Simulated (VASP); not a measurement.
A run of VASP 6.6.1 is set up as follows.

Contents of INCAR:

```
PREC = Accurate
ENCUT = 520
EDIFF = 1E-7
ISMEAR = -1
SIGMA = 0.05
LREAL = Auto
LASPH = T
NELM = 80
ALGO = Normal
ISIF = 2
LWAVE = F
LCHARG = F
GGA = PS
ISYM = 0
NBANDS = 246
```

File KPOINTS:

```
Automatic mesh
0
Gamma
  1 1 1
  0.25 0.25 0.25
```

The input POSCAR:

```
Si47C49
1.0
    9.2342040000      0.0000000000      0.0000000000
    0.0000000000     10.6627400000      0.0000000000
    0.0000000000      0.0000000000     10.0759470000
Si C
47 49
Direct
    0.0023720000      0.0003020000      0.4998900000
    0.3336020000      0.9990090000      0.5001520000
    0.1708990000      0.2539340000      0.5004020000
    0.0041220000      0.5010280000      0.5003060000
    0.6648800000      0.0003070000      0.4998940000
    0.4961550000      0.2540000000      0.5004500000
    0.1688280000      0.7449380000      0.5005710000
    0.8336010000      0.2501560000      0.4997730000
    0.6631090000      0.5011860000      0.5004230000
    0.4984200000      0.7449010000      0.5005910000
    0.8336650000      0.7511440000      0.5005010000
    0.0008910000      0.1675860000      0.2497690000
    0.3334020000      0.1667200000      0.2503060000
    0.1705060000      0.4187370000      0.2531740000
    0.9999960000      0.6667850000      0.2505240000
    0.6659070000      0.1676210000      0.2497610000
    0.4961720000      0.4188270000      0.2531730000
    0.3334530000      0.6626440000      0.2532300000
    0.1673700000      0.9157790000      0.2499250000
    0.8334590000      0.4167300000      0.2495870000
    0.6668450000      0.6667860000      0.2505230000
    0.4994840000      0.9157820000      0.2498990000
    0.8334240000      0.9174080000      0.2502880000
    0.1670260000      0.0837930000      0.7502060000
    0.0001180000      0.3334880000      0.7497250000
    0.4997750000      0.0838060000      0.7502150000
    0.3333850000      0.3355520000      0.7445320000
    0.1686300000      0.5823450000      0.7445300000
    0.0004210000      0.8333980000      0.7502960000
    0.8334210000      0.0833000000      0.7498180000
    0.6667010000      0.3334900000      0.7497250000
    0.4982200000      0.5823480000      0.7445560000
    0.3334070000      0.8332510000      0.7499920000
    0.8334510000      0.5836170000      0.7503270000
    0.6664240000      0.8334090000      0.7502770000
    0.0004430000      0.0001520000      0.0002920000
    0.3334060000      0.0003370000      0.0000700000
    0.1672900000      0.2513710000      0.9994500000
    0.0011850000      0.4998380000      0.9996950000
    0.6663710000      0.0001520000      0.0002970000
    0.4994950000      0.2513890000      0.9994550000
    0.3333920000      0.5000820000      0.9981110000
    0.1676590000      0.7490320000      0.9996220000
    0.8334030000      0.2498680000      0.9997620000
    0.6656790000      0.4998340000      0.9997150000
    0.4991810000      0.7490350000      0.9996090000
    0.8334090000      0.7501330000      0.0003960000
    0.3338360000      0.5002860000      0.5002570000
    0.0007260000      0.0002650000      0.1879070000
    0.3334710000      0.0000090000      0.1873700000
    0.1676380000      0.2516760000      0.1881200000
    0.0014980000      0.4998740000      0.1885200000
    0.6662110000      0.0002960000      0.1879170000
    0.4992340000      0.2517430000      0.1881640000
    0.3334230000      0.5000590000      0.1843720000
    0.1679220000      0.7486150000      0.1883780000
    0.8334750000      0.2500200000      0.1870940000
    0.6653760000      0.4998290000      0.1885460000
    0.4990450000      0.7486320000      0.1883290000
    0.8334520000      0.7504070000      0.1878820000
    0.0005160000      0.0001790000      0.6874510000
    0.3333540000      0.9999840000      0.6876540000
    0.1666520000      0.2501030000      0.6872000000
    0.9995020000      0.5000710000      0.6872010000
    0.6661950000      0.0002050000      0.6874450000
    0.5000200000      0.2501240000      0.6872290000
    0.3334130000      0.5001130000      0.6651430000
    0.1666600000      0.7501220000      0.6873650000
    0.8333450000      0.2499940000      0.6872820000
    0.6671970000      0.5001070000      0.6872260000
    0.5000780000      0.7501210000      0.6873760000
    0.8333760000      0.7504370000      0.6879830000
    0.0028120000      0.1693200000      0.4379240000
    0.3335330000      0.1657010000      0.4382380000
    0.1862460000      0.4265840000      0.4448950000
    0.9994150000      0.6671300000      0.4383870000
    0.6641790000      0.1693730000      0.4379040000
    0.4805150000      0.4268510000      0.4451470000
    0.3336000000      0.6462700000      0.4452020000
    0.1688440000      0.9132020000      0.4379770000
    0.8335640000      0.4166700000      0.4377120000
    0.6677510000      0.6671690000      0.4383860000
    0.4983010000      0.9131770000      0.4379810000
    0.8335720000      0.9186840000      0.4383790000
    0.1669190000      0.0840840000      0.9384250000
    0.9999320000      0.3333630000      0.9377850000
    0.4999020000      0.0841000000      0.9384470000
    0.3333880000      0.3351030000      0.9342160000
    0.1681630000      0.5825440000      0.9343330000
    0.0006450000      0.8331720000      0.9386410000
    0.8334140000      0.0830280000      0.9380220000
    0.6668990000      0.3333580000      0.9377850000
    0.4987250000      0.5825100000      0.9343840000
    0.3334320000      0.8335630000      0.9380270000
    0.8334300000      0.5832190000      0.9389090000
    0.6662030000      0.8331710000      0.9386300000
```

Potentials or basis: VASP PAW PBE potentials, release 64 (Si, C).

Run with:

```console
$ cat potpaw_PBE.64/Si/POTCAR potpaw_PBE.64/C/POTCAR > POTCAR
$ mpirun -np 1 vasp_std > vasp.out
```

Q: Estimate the largest force.

A: 0.065 eV/Å.

Q: What does it give for the pressure?

A: -1.9 GPa.

Q: Predict the band gap on the k mesh.

A: 2.59 eV.

Stress tensor (GPa, compression positive):
```
-2.00 -0.01  0.00
-0.01 -1.88  0.00
 0.00  0.00 -1.89
```

Caveat: the PAW data sets were made with another functional, which shifts forces and pressure a little.
